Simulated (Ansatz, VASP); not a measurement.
## Sb in VASP and in Ansatz

INCAR

```
PREC = Accurate
ENCUT = 600
EDIFF = 1E-6
ISMEAR = -1
SIGMA = 0.1
LREAL = F
LASPH = T
NELM = 80
ALGO = Normal
ISIF = 3
LWAVE = F
LCHARG = F
IBRION = 2
NSW = 60
EDIFFG = -0.005
```

KPOINTS

```
regular mesh
0
Gamma
  10 10 10
```

The input POSCAR:

```
Sb
1.0
    0.0000000000      3.2710663102      3.2710663102
    3.2710663102      0.0000000000      3.2710663102
    3.2710663102      3.2710663102      0.0000000000
Sb
2
Direct
   -0.1250000000     -0.1250000000     -0.1250000000
    0.1250000000      0.1250000000      0.1250000000
```

Input for Ansatz:

```yaml
crystal:
  lattice:
    - [0.0, 3.2710663102, 3.2710663102]
    - [3.2710663102, 0.0, 3.2710663102]
    - [3.2710663102, 3.2710663102, 0.0]
  atoms:
    - { symbol: Sb, position: [-0.125, -0.125, -0.125] }
    - { symbol: Sb, position: [0.125, 0.125, 0.125] }
kpoints:
  mp_grid: { grid: [10, 10, 10] }
scf:
  occupations: { method: fermi_dirac, width: 0.1 }
hamiltonian:
  xc: lda
  pseudopotentials: { kind: paw }
output:
  forces: true
  stress: true
relax:
  f_tol: 0.005
  max_steps: 40
  cell: {}
```

Alike in both runs: task relaxation of cell and atoms; functional LDA; k mesh 10 × 10 × 10; occupations fermi-dirac, width 0.1 eV; no spin polarisation.

|  | VASP | Ansatz |
| --- | --- | --- |
| version | VASP 6.6.1 | Ansatz 0.2.0 |
| potentials or method | VASP PAW LDA potentials, release 64 (Sb) | PAW with Ansatz's default frozen-core files, scalar-relativistic |
| plane-wave cutoff (eV) | 600 | 420 |
| valence electrons in the cell | 10 | 30 |

|  | VASP | Ansatz | Ansatz less VASP |
| --- | --- | --- | --- |
| relaxed volume (Å³/atom) | 39.69 | 39.53 | -0.161 |
| relaxed cell length with the largest relative difference (Å) | 4.824 | 4.817 | -0.0065 |

LDA's correlation is that of Perdew and Zunger in VASP and of Perdew and Wang (1992) in Ansatz. VASP's potentials hold 10 valence electrons a cell and Ansatz's 30, so a difference there can come from the potentials and not from the codes.

Spin-orbit coupling is off throughout.
